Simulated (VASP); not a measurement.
A run of VASP 6.6.1 is set up as follows.

The input INCAR:

```
  PREC = Accurate
  ENCUT = 520
  EDIFF = 1E-7
  ISMEAR = 0
  SIGMA = 0.1
  LREAL = F
  LASPH = T
  NELM = 100
  ALGO = Normal
  ISIF = 2
  LWAVE = F
  LCHARG = F
  GGA = PE
  NBANDS = 18
```

KPOINTS

```
regular mesh
0
Gamma
  22 22 12
```

Contents of POSCAR:

```
Ag
1.0
    1.4641936238     -2.5376314339      0.0000000000
    1.4641936238      2.5376314339      0.0000000000
    0.0000000000      0.0000000000      4.8123357741
Ag
2
Direct
    0.3333956095      0.6666043905      0.2500000000
    0.6666043905      0.3333956095      0.7500000000
```

Potentials or basis: VASP PAW PBE potentials, release 64 (Ag).

The run is started by

```console
$ cat potpaw_PBE.64/Ag/POTCAR > POTCAR
$ mpirun -np 1 vasp_std > vasp.out
```

Question: What does it give for the band gap on the k mesh?

Answer: Zero (band 11 reaches 11.53 eV, above the bottom of band 12 at 4.42 eV).

Question: Predict the pressure.

Answer: -0.1 GPa.
